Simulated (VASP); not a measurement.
# NaTlS2 (P-4m2) in VASP: a series of runs

The runs below take NaTlS2 through single point, with PBEsol, PBE, LDA.

All numbers are computed with VASP 6.6.1; they aren't measurements. Logs are shortened: lines on timing, memory, paths and dates and some standing lists are left out, and cuts for length are marked.

## 1. The cell of the first run

The structure is tetragonal, space group P-4m2 (No. 115). The conventional cell has a = 4.083 Å, b = 4.083 Å, c = 6.630 Å, α = 90.00°, β = 90.00°, γ = 90.00°. Na (site symmetry -4m2) has 4 S at 2.72 Å within 3.6 Å. Within 3.4 Å of S (site symmetry 2mm) lie 2 Tl at 2.54 Å and 2 Na at 2.72 Å. Within 3.4 Å of Tl (site symmetry -4m2) lie 4 S at 2.54 Å.

## 2. Single point, PBEsol

INCAR reads:

```
SYSTEM = NaTlS2
PREC = Accurate
ENCUT = 520
EDIFF = 1E-7
ISMEAR = -1
SIGMA = 0.02
LREAL = .False.
LASPH = .True.
NELM = 100
ALGO = Normal
ISIF = 2
LWAVE = .False.
LCHARG = .False.
GGA = PS
NBANDS = 24
```

KPOINTS reads:

```
regular mesh
0
Gamma
  6 6 4
  0 0 0
```

POSCAR reads:

```
NaTlS2
1.0
    4.0832790325      0.0000000000      0.0000000000
    0.0000000000      4.0832790325      0.0000000000
    0.0000000000      0.0000000000      6.6302807071
Na S Tl
1 2 1
Direct
    0.0000000000      0.0000000000      0.0000000000
    0.0000000000      0.5000000000      0.2714633186
    0.5000000000      0.0000000000      0.7285366814
    0.5000000000      0.5000000000      0.5000000000
```

Potentials or basis: VASP PAW PBE potentials, release 64 (Na_pv, S, Tl_d).

Run with:

```bash
$ cat potpaw_PBE.64/Na_pv/POTCAR potpaw_PBE.64/S/POTCAR potpaw_PBE.64/Tl_d/POTCAR > POTCAR
$ mpirun -np 1 vasp_std > vasp.out
```

OUTCAR:

```text
SYSTEM = NaTlS2
   PREC = Accurate
   ENCUT = 520
   EDIFF = 1E-7
   ISMEAR = -1
   LREAL = .False.
   LASPH = .True.
   NELM = 100
   ISIF = 2
   GGA = PS

 ion  position               nearest neighbor table
   1  0.000  0.000  0.000-   2 2.72   3 2.72   2 2.72   3 2.72
   2  0.000  0.500  0.271-   4 2.54   4 2.54   1 2.72   1 2.72
   3  0.500  0.000  0.729-   4 2.54   4 2.54   1 2.72   1 2.72
   4  0.500  0.500  0.500-   2 2.54   3 2.54   3 2.54   2 2.54

  LATTYP: Found a simple tetragonal cell.
 ALAT       =     4.0832790325
 C/A-ratio  =     1.6237638071

  Lattice vectors:

 A1 = (   4.0832790325,   0.0000000000,   0.0000000000)
 A2 = (   0.0000000000,   4.0832790325,   0.0000000000)
 A3 = (   0.0000000000,   0.0000000000,   6.6302807071)

Analysis of symmetry for initial positions (statically):
=====================================================================
 Subroutine PRICEL returns:
 Original cell was already a primitive cell.

 Routine SETGRP: Setting up the symmetry group for a
 simple tetragonal supercell.

 Subroutine GETGRP returns: Found  8 space group operations
 (whereof  8 operations were pure point group operations)
 out of a pool of 16 trial point group operations.

The static configuration has the point symmetry D_2d.

Analysis of symmetry for dynamics (positions and initial velocities):
=====================================================================
 Subroutine PRICEL returns:
 Original cell was already a primitive cell.

 Routine SETGRP: Setting up the symmetry group for a
 simple tetragonal supercell.

 Subroutine GETGRP returns: Found  8 space group operations
 (whereof  8 operations were pure point group operations)
 out of a pool of 16 trial point group operations.

The dynamic configuration has the point symmetry D_2d.

 Subroutine INISYM returns: Found  8 space group operations
 (whereof  8 operations are pure point group operations),
 and found     1 'primitive' translations

----------------------------------------------------------------------------------------

                                     Primitive cell

  volume of cell :     110.5478

  direct lattice vectors                    reciprocal lattice vectors
     4.083279033  0.000000000  0.000000000     0.244901216  0.000000000  0.000000000
     0.000000000  4.083279033  0.000000000     0.000000000  0.244901216  0.000000000
     0.000000000  0.000000000  6.630280707     0.000000000  0.000000000  0.150823177

  length of vectors
     4.083279033  4.083279033  6.630280707     0.244901216  0.244901216  0.150823177

  position of ions in fractional coordinates (direct lattice)
     0.000000000  0.000000000  0.000000000
     0.000000000  0.500000000  0.271463319
     0.500000000  0.000000000  0.728536681
     0.500000000  0.500000000  0.500000000

  ion indices of the primitive-cell ions
   primitive index   ion index
                 1           1
                 2           2
                 3           3
                 4           4

----------------------------------------------------------------------------------------

 KPOINTS: regular mesh

Automatic generation of k-mesh.
 Grid dimensions read from file:
 generate k-points for:    6    6    4

 Generating k-lattice:

  Cartesian coordinates                     Fractional coordinates (reciprocal lattice)
     0.040816869  0.000000000  0.000000000     0.166666667  0.000000000  0.000000000
     0.000000000  0.040816869  0.000000000     0.000000000  0.166666667  0.000000000
     0.000000000  0.000000000  0.037705794     0.000000000  0.000000000  0.250000000

  Length of vectors
     0.040816869  0.040816869  0.037705794

  Shift w.r.t. Gamma in fractional coordinates (k-lattice)
     0.000000000  0.000000000  0.000000000

 Subroutine IBZKPT returns following result:
 ===========================================

 Found     30 irreducible k-points:

 Following reciprocal coordinates:
            Coordinates               Weight
  0.000000  0.000000  0.000000      1.000000
  0.166667  0.000000  0.000000      4.000000
  0.333333  0.000000  0.000000      4.000000
  0.500000  0.000000  0.000000      2.000000
  0.166667  0.166667  0.000000      4.000000
  0.333333  0.166667  0.000000      8.000000
[... 16 lines left out ...]
  0.333333  0.000000  0.500000      4.000000
  0.500000  0.000000  0.500000      2.000000
 [... further k-points ...]
   k-points           NKPTS =     30   k-points in BZ     NKDIM =     30   number of bands    NBANDS=     24
   number of dos      NEDOS =    301   number of ions     NIONS =      4
   total plane-waves  NPLWV =  45000
   dimension x,y,z NGX =    30 NGY =   30 NGZ =   50
   dimension x,y,z NGXF=    60 NGYF=   60 NGZF=  100
   ions per type =               1   2   1
   NGX,Y,Z   is equivalent  to a cutoff of  12.21, 12.21, 12.54 a.u.
   NGXF,Y,Z  is equivalent  to a cutoff of  24.43, 24.43, 25.07 a.u.
 SYSTEM =  NaTlS2
   PREC   = accura    normal or accurate (medium, high low for compatibility)
   ISTART =      0    job   : 0-new  1-cont  2-samecut
   ICHARG =      2    charge: 1-file 2-atom 10-const
   ISPIN  =      1    spin polarized calculation?
   LNONCOLLINEAR =      F non collinear calculations
   LSORBIT =      F    spin-orbit coupling
   LASPH  =      T    aspherical Exc in radial PAW
   ENCUT  =  520.0 eV  38.22 Ry    6.18 a.u.   7.59  7.59 12.33*2*pi/ulx,y,z
   NELM   =    100;   NELMIN=  2; NELMDL= -5     # of ELM steps
   EDIFF  = 0.1E-06   stopping-criterion for ELM
   LREAL  =      F    real-space projection
   EDIFFG = 0.1E-05   stopping-criterion for IOM
   NSW    =      0    number of steps for IOM
   IBRION =     -1    ionic relax: 0-MD 1-quasi-New 2-CG
   NFREE  =      0    steps in history (QN), initial steepest desc. (CG)
   ISIF   =      2    stress and relaxation
   ISYM   =      2    0-nonsym 1-usesym 2-fastsym
   POTIM  = 0.5000    time-step for ionic-motion
   TEBEG  =    0.0;   TEEND  =   0.0 temperature during run
   PSTRESS=    0.0 pullay stress
   NELECT =      32.0000    total number of electrons
   NUPDOWN=      -1.0000    fix difference up-down
   EMIN   =  10.00;   EMAX   =-10.00  energy-range for DOS
   EFERMI =   0.00;   METHOD = LEGACY
   ISMEAR =    -1;   SIGMA  =   0.02  broadening in eV -4-tet -1-fermi 0-gaus
   EFERMI_NEDOS =   21; number of points for ismear=-14 and -15
   IALGO  =     38    algorithm
   IMIX   =      4    mixing-type and parameters
     AMIX     =   0.40;   BMIX     =  1.00
     AMIX_MAG =   1.60;   BMIX_MAG =  1.00
  volume/ion in A,a.u.               =      27.64       186.50
  Fermi-wavevector in a.u.,A,eV,Ry     =   1.082949  2.046478 15.956631  1.172779
  Thomas-Fermi vector in A             =   2.219003
   LORBIT       =      0    0 simple, 1 ext, 2 COOP (PROOUT), +10 PAW based schemes
   GGA     = PS    functional components
   LHFCALC =     F    Hartree Fock is set to
   AEXX    =    0.0000 exact exchange contribution
   IVDW    =     0    specifies the selected vdW correction
   LEPSILON=     F    determine dielectric tensor
   LRPA    =     F    only Hartree local field effects (RPA)
 non-spin polarized calculation
  energy-cutoff  :      520.00
  volume of cell :      110.55
 maximum number of plane-waves:      3003
   NGX = 15   NGY = 15   NGZ = 25

 number of electron      31.9999986 magnetization

 Free energy of the ion-electron system (eV)
  ---------------------------------------------------
  ext. energy  EPLUGINS =         0.00000000
  ---------------------------------------------------
  free energy    TOTEN  =       -14.88682737 eV

  energy without entropy =      -14.88682737  energy(sigma->0) =      -14.88682737

 E-fermi :   1.8827     XC(G=0):  -8.3011

 val. band max:        1.4851837062   @ k =   0.0000   0.0000   0.0000
 cond. band min:       2.2422857470   @ k =   0.0000   0.0000   0.0000
 fundamental gap:      0.7571020408
 Fermi energy:         1.8827229681

 k-point     1 :       0.0000    0.0000    0.0000
  band No.  band energies     occupation
      1     -20.5676      2.00000
      2     -20.5676      2.00000
      3     -20.5202      2.00000
      4     -10.5685      2.00000
      5     -10.4356      2.00000
      6      -9.1076      2.00000
[... 16 lines left out ...]
     23       9.2322      0.00000
     24      11.4111      0.00000

 k-point     2 :       0.1667    0.0000    0.0000
  band No.  band energies     occupation
      1     -20.5704      2.00000
      2     -20.5675      2.00000
      3     -20.5196      2.00000
      4     -10.5285      2.00000
      5     -10.4295      2.00000
      6      -9.1050      2.00000
[... 16 lines left out ...]
     23       9.2216      0.00000
     24      11.5292      0.00000

 k-point     3 :       0.3333    0.0000    0.0000
  band No.  band energies     occupation
      1     -20.5760      2.00000
      2     -20.5671      2.00000
      3     -20.5184      2.00000
      4     -10.4730      2.00000
      5     -10.4126      2.00000
      6      -9.0996      2.00000
[... 16 lines left out ...]
     23       9.1695      0.00000
     24      11.2613      0.00000

 k-point     4 :       0.5000    0.0000    0.0000
  band No.  band energies     occupation
      1     -20.5788      2.00000
      2     -20.5669      2.00000
      3     -20.5179      2.00000
      4     -10.4650      2.00000
      5     -10.3930      2.00000
      6      -9.0969      2.00000
[... 16 lines left out ...]
     23       9.0421      0.00000
     24      10.8853      0.00000

 k-point     5 :       0.1667    0.1667    0.0000
  band No.  band energies     occupation
      1     -20.5703      2.00000
      2     -20.5702      2.00000
      3     -20.5190      2.00000
      4     -10.4941      2.00000
      5     -10.4225      2.00000
      6      -9.1026      2.00000
[... 451 lines left out ...]
 k-point    22 :       0.1667    0.0000    0.5000
  band No.  band energies     occupation
      1     -20.5704      2.00000
      2     -20.5675      2.00000
      3     -20.5196      2.00000
      4     -10.4770      2.00000
      5     -10.4589      2.00000
      6      -9.1053      2.00000
[... 16 lines left out ...]
     23       9.0757      0.00000
     24      10.0989      0.00000

 k-point    23 :       0.3333    0.0000    0.5000
  band No.  band energies     occupation
      1     -20.5760      2.00000
      2     -20.5671      2.00000
      3     -20.5184      2.00000
      4     -10.4674      2.00000
      5     -10.4117      2.00000
      6      -9.0999      2.00000
[... 16 lines left out ...]
     23       9.0303      0.00000
     24      10.7999      0.00000

 k-point    24 :       0.5000    0.0000    0.5000
  band No.  band energies     occupation
      1     -20.5788      2.00000
      2     -20.5669      2.00000
      3     -20.5179      2.00000
      4     -10.4685      2.00000
      5     -10.3905      2.00000
      6      -9.0971      2.00000
[... 16 lines left out ...]
     23       9.2731      0.00000
     24      10.5322      0.00000

 [... further k-points ...]

------------------------ aborting loop because EDIFF is reached ----------------------------------------

  FORCE on cell =-STRESS in cart. coord.  units (eV):
  Direction    XX          YY          ZZ          XY          YZ          ZX
  --------------------------------------------------------------------------------------
  -------------------------------------------------------------------------------------
  Total       -0.0330678     -0.0330678      0.0224103      0.0000000      0.0000000     -0.0000000
  in kB       -0.4792538     -0.4792538      0.3247948      0.0000000      0.0000000     -0.0000000
  external PRESSURE =      -0.2112376 kB  Pullay stress =       0.0000000 kB

 VOLUME and BASIS-vectors are now :
 -----------------------------------------------------------------------------
  energy-cutoff  :      520.00
  volume of cell :      110.55
      direct lattice vectors                 reciprocal lattice vectors
     4.083279033  0.000000000  0.000000000     0.244901216  0.000000000  0.000000000
     0.000000000  4.083279033  0.000000000     0.000000000  0.244901216  0.000000000
     0.000000000  0.000000000  6.630280707     0.000000000  0.000000000  0.150823177

 POSITION                                       TOTAL-FORCE (eV/Angst)
 -----------------------------------------------------------------------------------
      0.00000      0.00000      0.00000        -0.000000      0.000000      0.000000
      0.00000      2.04164      1.79988        -0.000000      0.000000      0.013719
      2.04164      0.00000      4.83040         0.000000      0.000000     -0.013719
      2.04164      2.04164      3.31514         0.000000     -0.000000      0.000000
 -----------------------------------------------------------------------------------
    total drift:                                0.000000      0.000000      0.000000

  FREE ENERGIE OF THE ION-ELECTRON SYSTEM (eV)
  ---------------------------------------------------
  free  energy   TOTEN  =       -14.8868273672 eV

  energy  without entropy=      -14.8868273670  energy(sigma->0) =      -14.88682737
```

Wall time 66 s (1 thread of Intel Xeon Platinum 8259CL at 2.50GHz (Skylake/Cascade Lake), shared host); peak memory 0.24 GiB.

What came out:

```yaml
Free_energy: -14.8868 eV
Pressure: 0.0 GPa
Largest_force: 0.014 eV/Å
Band_gap_on_the_k_mesh: 0.76 eV
```

Forces on the atoms (eV/Å):
```
Na   0.000  0.000  0.000
S    0.000  0.000  0.014
S    0.000  0.000 -0.014
Tl   0.000  0.000  0.000
```

Stress tensor (GPa, compression positive):
```
-0.05  0.00  0.00
 0.00 -0.05  0.00
 0.00  0.00  0.03
```

Levels at points of the mesh, in eV from the valence-band top:
```csv
k point,band 13,band 14,band 15,band 16,band 17,band 18,band 19,band 20
"(0.00, 0.00, 0.00)",-1.41,-0.44,0.00,0.00,0.76,3.47,5.34,6.87
"(0.50, 0.00, 0.00)",-1.59,-1.31,-0.95,-0.06,2.19,5.78,5.81,6.40
"(0.50, 0.50, 0.00)",-1.72,-1.72,-1.58,-0.93,2.39,3.91,3.91,6.78
"(0.00, 0.00, 0.50)",-1.35,-1.32,-0.11,-0.11,1.90,3.47,5.81,6.42
"(0.50, 0.00, 0.50)",-1.12,-0.94,-0.73,-0.06,1.47,4.97,6.20,6.46
"(0.50, 0.50, 0.50)",-1.81,-1.81,-1.29,-1.28,3.12,4.86,4.86,6.89
```

Caveat: the PAW data sets were made with another functional, which shifts forces and pressure a little; spin-orbit coupling is left out, which moves the levels of the heavy elements.

## 3. Single point, PBE

This run uses another cell than the first one, of 27.96 Å³/atom.

INCAR reads:

```
  PREC = Accurate
  ENCUT = 520
  EDIFF = 1E-6
  ISMEAR = -1
  SIGMA = 0.02
  LREAL = False
  LASPH = True
  NELM = 80
  ALGO = Normal
  ISIF = 2
  LWAVE = False
  LCHARG = False
  GGA = PE
  NBANDS = 24
```

KPOINTS reads:

```
Automatic mesh
0
Gamma
  6 6 4
```

POSCAR reads:

```
NaTlS2
1.0
    4.1044901769      0.0000000000      0.0000000000
    0.0000000000      4.1044901769      0.0000000000
    0.0000000000      0.0000000000      6.6389352700
Na S Tl
1 2 1
Direct
    0.0000000000      0.0000000000      0.0000000000
    0.0000000000      0.5000000000      0.2708669251
    0.5000000000      0.0000000000      0.7291330749
    0.5000000000      0.5000000000      0.5000000000
```

Potentials or basis: VASP PAW PBE potentials, release 64 (Na_pv, S, Tl_d).

Run with:

```bash
$ cat potpaw_PBE.64/Na_pv/POTCAR potpaw_PBE.64/S/POTCAR potpaw_PBE.64/Tl_d/POTCAR > POTCAR
$ mpirun -np 1 vasp_std > vasp.out
```

It took 56 s on 1 thread of Intel Xeon Platinum 8259CL at 2.50GHz (Skylake/Cascade Lake), shared host; peak memory 0.26 GiB.

It converged, with:

- Free energy: -13.9088 eV
- Pressure: 1.2 GPa
- Largest force: 0.126 eV/Å
- Band gap on the k mesh: 0.81 eV

Forces on the atoms (eV/Å):
```
Na   0.000  0.000  0.000
S    0.000  0.000 -0.126
S    0.000  0.000  0.126
Tl   0.000  0.000  0.000
```

Levels at points of the mesh, in eV from the valence-band top:
| k point | band 13 | band 14 | band 15 | band 16 | band 17 | band 18 | band 19 | band 20 |
| --- | --- | --- | --- | --- | --- | --- | --- | --- |
| (0.00, 0.00, 0.00) | -1.36 | -0.42 | 0.00 | 0.00 | 0.81 | 3.62 | 5.47 | 6.92 |
| (0.50, 0.00, 0.00) | -1.53 | -1.26 | -0.92 | -0.06 | 2.19 | 5.87 | 5.93 | 6.52 |
| (0.50, 0.50, 0.00) | -1.65 | -1.65 | -1.52 | -0.89 | 2.42 | 4.07 | 4.07 | 6.89 |
| (0.00, 0.00, 0.50) | -1.30 | -1.26 | -0.10 | -0.10 | 1.90 | 3.61 | 5.99 | 6.51 |
| (0.50, 0.00, 0.50) | -1.07 | -0.91 | -0.69 | -0.06 | 1.51 | 5.08 | 6.30 | 6.51 |
| (0.50, 0.50, 0.50) | -1.73 | -1.73 | -1.23 | -1.23 | 3.10 | 4.99 | 4.99 | 7.06 |

Caveat: spin-orbit coupling is left out, which moves the levels of the heavy elements.

## 4. Single point, LDA

This run uses another cell than the first one, of 27.96 Å³/atom.

INCAR reads:

```
SYSTEM = NaTlS2
ALGO     = Normal         ! electronic algorithm
EDIFF    = 1E-6           ! SCF threshold, eV
ENCUT    = 520            ! plane-wave cutoff, eV
ISIF     = 2              ! what is computed and relaxed
ISMEAR   = 0              ! smearing method
LASPH    = .True.         ! aspherical terms in the spheres
LCHARG   = .False.        ! write CHGCAR
LREAL    = .False.        ! projectors in reciprocal space
LWAVE    = .False.        ! write WAVECAR
NBANDS   = 24             ! bands
NELM     = 100            ! most SCF steps
PREC     = Accurate       ! precision mode
SIGMA    = 0.01           ! smearing width, eV
```

KPOINTS reads:

```
k-points
0
Gamma
  6 6 4
  0 0 0
```

POSCAR is that of step 3.

Potentials or basis: VASP PAW LDA potentials, release 64 (Na_pv, S, Tl_d).

Run with:

```bash
$ cat potpaw_LDA.64/Na_pv/POTCAR potpaw_LDA.64/S/POTCAR potpaw_LDA.64/Tl_d/POTCAR > POTCAR
$ mpirun -np 1 vasp_std > vasp.out
```

It took 51 s on 1 thread of Intel Xeon Platinum 8259CL at 2.50GHz (Skylake/Cascade Lake), shared host; peak memory 0.23 GiB.

The run converged. Its results:

```yaml
Free_energy: -15.8215 eV
Pressure: -2.0 GPa
Largest_force: 0.126 eV/Å
Band_gap_on_the_k_mesh: 0.62 eV
```

Forces in eV/Å, atoms in the order of the input:
```
Na   0.000  0.000  0.000
S    0.000  0.000  0.126
S    0.000  0.000 -0.126
Tl   0.000  0.000  0.000
```

Stress tensor (GPa, compression positive):
```
-1.97  0.00  0.00
 0.00 -1.97  0.00
 0.00  0.00 -2.09
```

Levels at points of the mesh, in eV from the valence-band top:
```csv
k point,band 13,band 14,band 15,band 16,band 17,band 18,band 19,band 20
"(0.00, 0.00, 0.00)",-1.41,-0.43,0.00,0.00,0.62,3.35,5.19,6.75
"(0.50, 0.00, 0.00)",-1.60,-1.31,-0.96,-0.05,2.08,5.62,5.67,6.24
"(0.50, 0.50, 0.00)",-1.70,-1.70,-1.57,-0.91,2.29,3.79,3.79,6.62
"(0.00, 0.00, 0.50)",-1.34,-1.34,-0.11,-0.11,1.80,3.35,5.67,6.25
"(0.50, 0.00, 0.50)",-1.11,-0.94,-0.71,-0.05,1.35,4.80,6.10,6.34
"(0.50, 0.50, 0.50)",-1.79,-1.79,-1.27,-1.27,3.03,4.75,4.75,6.76
```

Caveat: spin-orbit coupling is left out, which moves the levels of the heavy elements.

## 5. Summary

| level | potentials or basis | cell | smearing | gap on the mesh (eV) | pressure (GPa) | largest force (eV/Å) |
| --- | --- | --- | --- | --- | --- | --- |
| PBEsol | VASP PAW PBE potentials, release 64 (Na_pv, S, Tl_d) | a = 4.083, b = 4.083, c = 6.630 Å, 4 atoms, atomic positions A | fermi-dirac 0.02 eV | 0.76 | 0.0 | 0.01 |
| PBE | VASP PAW PBE potentials, release 64 (Na_pv, S, Tl_d) | a = 4.104, b = 4.104, c = 6.639 Å, 4 atoms, atomic positions B | fermi-dirac 0.02 eV | 0.81 | 1.2 | 0.13 |
| LDA | VASP PAW LDA potentials, release 64 (Na_pv, S, Tl_d) | a = 4.104, b = 4.104, c = 6.639 Å, 4 atoms, atomic positions B | gaussian 0.01 eV | 0.62 | -2.0 | 0.13 |

Alike in all rows: task single point; no spin polarisation; k mesh 6 × 6 × 4; cutoff (eV) 520.

Caveats: spin-orbit coupling is left out, which moves the levels of the heavy elements; the PAW data sets were made with another functional, which shifts forces and pressure a little (at least some runs).

Total energies depend on the potentials used, so only differences within one code and one set of settings carry meaning.
